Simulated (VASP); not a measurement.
Set up this calculation in VASP 6.6.1, as the native input.

```yaml
Task: relaxation of cell and atoms
Functional: PBE
Potentials_or_basis: VASP PAW PBE potentials, release 64 (Si, C)
Cutoff: 600 eV
k_mesh: 10 × 10 × 10
Occupations: gaussian, width 0.02 eV
Spin: no spin polarisation
Target_pressure: -3 GPa
Dipole_correction: no
Further_INCAR_settings: ALGO = Normal; EDIFF = 1e-06; IBRION = 2; EDIFFG = -0.008; NSW = 70; ISIF = 3
```

The structure of SiC lies in POSCAR:

```
SiC
1.0
    0.0000000000      2.2106432608      2.2106432608
    2.2106432608      0.0000000000      2.2106432608
    2.2106432608      2.2106432608      0.0000000000
Si C
1 1
Direct
    0.2500000000      0.2500000000      0.2500000000
    0.0000000000      0.0000000000      0.0000000000
```

The input as run:

INCAR

```
SYSTEM = SiC
ALGO = Normal ; EDIFF = 1E-6
EDIFFG = -0.008 ; ENCUT = 600
GGA = PE ; IBRION = 2
ISIF = 3 ; ISMEAR = 0
LASPH = .TRUE. ; LCHARG = .FALSE.
LREAL = .FALSE. ; LWAVE = .FALSE.
NELM = 80 ; NSW = 70
PREC = Accurate ; PSTRESS = -30.0
SIGMA = 0.02
```

KPOINTS

```
k-points
0
G
  10 10 10
  0 0 0
```

Potentials or basis: VASP PAW PBE potentials, release 64 (Si, C).

The run is started by

```bash
$ cat potpaw_PBE.64/Si/POTCAR potpaw_PBE.64/C/POTCAR > POTCAR
$ mpirun -np 1 vasp_std > vasp.out
```

It gave:

```json
{"Relaxed volume": "10.64 Å³/atom", "Relaxed cell": "a = 3.111 Å, b = 3.111 Å, c = 3.111 Å, α = 60.00°, β = 60.00°, γ = 60.00°", "Space group after relaxing (to 0.05 Å)": "F-43m (No. 216)", "Energy change on relaxing (the enthalpy is what falls)": "-4.4 meV/atom", "Ionic steps": "3", "Pressure after relaxing": "-3.0 GPa", "Band gap on the k mesh": "1.38 eV, indirect (least direct gap 4.51 eV)"}
```

Caveat: the cell is relaxed towards a set pressure, so the enthalpy falls and the energy may rise.

It took 10 s on 1 thread of Intel(R) Xeon(R) 6975P-C (Granite Rapids), with other jobs on the host, peak memory 0.15 GiB.
